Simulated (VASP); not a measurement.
# Sb (I4/mmm) in VASP: further runs, part 2 of 2

VASP 6.6.1. The steps go on from the part before.

## Step 3: Electric field gradients, LDA

Contents of INCAR:

```
SYSTEM = Sb
PREC = Accurate
ENCUT = 520
EDIFF = 1E-8
ISMEAR = 0
SIGMA = 0.15
LREAL = .FALSE.
LASPH = .TRUE.
NELM = 60
ALGO = Normal
ISIF = 2
LWAVE = .FALSE.
LCHARG = .FALSE.
LEFG = .TRUE.
NBANDS = 8
```

Contents of KPOINTS:

```
Automatic mesh
0
G
  19 19 19
  0 0 0
```

Contents of POSCAR:

```
Sb
1.0
   -1.4846596688      1.4846596688      2.4464823777
    1.4846596688     -1.4846596688      2.4464823777
    1.4846596688      1.4846596688     -2.4464823777
Sb
1
Direct
    0.0000000000      0.0000000000      0.0000000000
```

Potentials or basis: VASP PAW LDA potentials, release 64 (Sb).

On the command line:

```bash
cat potpaw_LDA.64/Sb/POTCAR > POTCAR
mpirun -np 1 vasp_std > vasp.out
```

OUTCAR:

```text
SYSTEM = Sb
   PREC = Accurate
   ENCUT = 520
   EDIFF = 1E-8
   ISMEAR = 0
   LREAL = .FALSE.
   LASPH = .TRUE.
   NELM = 60
   ISIF = 2

 ion  position               nearest neighbor table
   1  0.000  0.000  0.000-

  LATTYP: Found a body centered tetragonal cell.
 ALAT       =     2.9693193376
 C/A-ratio  =     1.6478405315

  Lattice vectors:

 A1 = (  -1.4846596688,   1.4846596688,   2.4464823777)
 A2 = (   1.4846596688,  -1.4846596688,   2.4464823777)
 A3 = (   1.4846596688,   1.4846596688,  -2.4464823777)

Analysis of symmetry for initial positions (statically):
=====================================================================
 Subroutine PRICEL returns:
 Original cell was already a primitive cell.

 Routine SETGRP: Setting up the symmetry group for a
 body centered tetragonal supercell.

 Subroutine GETGRP returns: Found 16 space group operations
 (whereof 16 operations were pure point group operations)
 out of a pool of 16 trial point group operations.

The static configuration has the point symmetry D_4h.

Analysis of symmetry for dynamics (positions and initial velocities):
=====================================================================
 Subroutine PRICEL returns:
 Original cell was already a primitive cell.

 Routine SETGRP: Setting up the symmetry group for a
 body centered tetragonal supercell.

 Subroutine GETGRP returns: Found 16 space group operations
 (whereof 16 operations were pure point group operations)
 out of a pool of 16 trial point group operations.

The dynamic configuration has the point symmetry D_4h.

[... 153 lines left out ...]
      1      -3.2624      2.00000
      2      18.4336      0.00000
      3      18.6715      0.00000
      4      18.6715      0.00000
      5      21.6487      0.00000
      6      22.1527      0.00000
      7      22.6584      0.00000
      8      22.6584      0.00000
[... 243 lines left out ...]
 k-point    24 :      -0.2632    0.0526    0.0000
  band No.  band energies     occupation
      1      -1.6883      2.00000
      2      11.0310      2.00000
      3      15.6542      0.00000
      4      17.9679      0.00000
      5      20.0856      0.00000
      6      22.0603      0.00000
      7      23.4462      0.00000
      8      24.1061      0.00000

 [... further k-points ...]

------------------------ aborting loop because EDIFF is reached ----------------------------------------

  FORCE on cell =-STRESS in cart. coord.  units (eV):
  Direction    XX          YY          ZZ          XY          YZ          ZX
  --------------------------------------------------------------------------------------
  -------------------------------------------------------------------------------------
  Total        2.7528781      2.7528781      2.4237960      0.0000000     -0.0000000      0.0000000
  in kB      204.4756792    204.4756792    180.0324316      0.0000000     -0.0000000      0.0000000
  external PRESSURE =     196.3279300 kB  Pullay stress =       0.0000000 kB

 VOLUME and BASIS-vectors are now :
 -----------------------------------------------------------------------------
  energy-cutoff  :      520.00
  volume of cell :       21.57
      direct lattice vectors                 reciprocal lattice vectors
    -1.484659669  1.484659669  2.446482378     0.000000000  0.336777519  0.204375067
     1.484659669 -1.484659669  2.446482378     0.336777519  0.000000000  0.204375067
     1.484659669  1.484659669 -2.446482378     0.336777519  0.336777519  0.000000000

 POSITION                                       TOTAL-FORCE (eV/Angst)
 -----------------------------------------------------------------------------------
      0.00000      0.00000      0.00000         0.000000     -0.000000     -0.000000
 -----------------------------------------------------------------------------------
    total drift:                                0.000000     -0.000000     -0.000000

  FREE ENERGIE OF THE ION-ELECTRON SYSTEM (eV)
  ---------------------------------------------------
  free  energy   TOTEN  =        -4.3267915165 eV

  energy  without entropy=       -4.3209165574  energy(sigma->0) =       -4.32385404

 Electric field gradients (V/A^2)
---------------------------------------------------------------------
 ion       V_xx      V_yy      V_zz      V_xy      V_xz      V_yz
---------------------------------------------------------------------
   1     -18.673   -18.673    37.345    -0.000    -0.000    -0.000
---------------------------------------------------------------------

 Electric field gradients after diagonalization (V/A^2)
 (convention: |V_zz| > |V_xx| > |V_yy|)
----------------------------------------------------------------------
 ion       V_xx      V_yy      V_zz     asymmetry (V_yy - V_xx)/ V_zz
----------------------------------------------------------------------
   1     -18.673   -18.673    37.345       0.000
----------------------------------------------------------------------

           NMR quadrupolar parameters

 Cq : quadrupolar parameter    Cq=e*Q*V_zz/h
 eta: asymmetry parameters     (V_yy - V_xx)/ V_zz
 Q  : nuclear electric quadrupole moment in mb (millibarn)
----------------------------------------------------------------------
 ion       Cq(MHz)       eta       Q (mb)
----------------------------------------------------------------------
   1       0.090       0.000       1.000
----------------------------------------------------------------------
```

stdout:

```text
POSCAR found type information on POSCAR Sb
 POSCAR found :  1 types and       1 ions
 scaLAPACK will be used
 LDA part: xc-table for (Slater(with rela. corr.)+CA(PZ))
 , standard interpolation
 POSCAR, INCAR and KPOINTS ok, starting setup
 FFT: planning ... GRIDC
 FFT: planning ... GRID_SOFT
 FFT: planning ... GRID
 WAVECAR not read
 entering main loop
ion   1
```

Run time: 98 s. Hardware: 1 thread of Intel Xeon 8259CL, shared host; peak memory 0.21 GiB.

What came out:

| Quantity | Value |
| --- | --- |
| Free energy | -4.3268 eV |
| Pressure | 19.6 GPa |
| Band gap on the k mesh | zero (an odd number of electrons rules out a gap without spin polarisation) |
| Largest electric field gradient by atom | Sb +37.3 V/Å² |

Stress tensor (GPa, compression positive):
```
20.45  0.00  0.00
 0.00 20.45  0.00
 0.00  0.00 18.00
```

Electric field gradients, principal values (V/Å²):
| atom | least | middle | greatest (by size) |
| --- | --- | --- | --- |
| 1 Sb | -18.673 | -18.673 | 37.345 |

Caveat: the cell stands under pressure; without QUAD_EFG the Cq values of the log hold for a quadrupole moment of 1 mb, not for the nuclei; spin-orbit coupling is left out, which moves the levels of the heavy elements.
